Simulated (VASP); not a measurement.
Here is a VASP 6.6.1 calculation.

INCAR

```
SYSTEM = HfB2
PREC     = Accurate       ! precision mode
ENCUT    = 500            ! plane-wave cutoff, eV
EDIFF    = 1E-8           ! SCF threshold, eV
ISMEAR   = -1             ! smearing method
SIGMA    = 0.15           ! smearing width, eV
LREAL    = .FALSE.        ! projectors in reciprocal space
LASPH    = .TRUE.         ! aspherical terms in the spheres
NELM     = 120            ! most SCF steps
ALGO     = Normal         ! electronic algorithm
ISIF     = 2              ! what is computed and relaxed
LWAVE    = .FALSE.        ! write WAVECAR
LCHARG   = .FALSE.        ! write CHGCAR
IBRION   = 8              ! ionic algorithm
NSW      = 1              ! ionic steps
GGA_COMPAT= .FALSE.
```

File KPOINTS:

```
Automatic mesh
0
G
  15 15 10
  0 0 0
```

File POSCAR:

```
HfB2
1.0
    3.1036870667      0.0000000000      0.0000000000
   -1.5518435333      2.6878718451      0.0000000000
    0.0000000000      0.0000000000      3.4210505208
Hf B
1 2
Direct
    0.0000000000      0.0000000000      0.0000000000
    0.3333333333      0.6666666667      0.5000000000
    0.6666666667      0.3333333333      0.5000000000
```

Potentials or basis: VASP PAW LDA potentials, release 64 (Hf_pv, B).

The run is started by

```bash
$ cat potpaw_LDA.64/Hf_pv/POTCAR potpaw_LDA.64/B/POTCAR > POTCAR
$ mpirun -np 1 vasp_std > vasp.out
```

Question: Estimate the highest phonon frequency at Γ.

Answer: 835 cm⁻¹.

Phonon frequencies in cm⁻¹ (negative: imaginary):
```
              q point                    frequencies
(0.000, 0.000, 0.000)  0 0 0 460 460 487 577 835 835
```
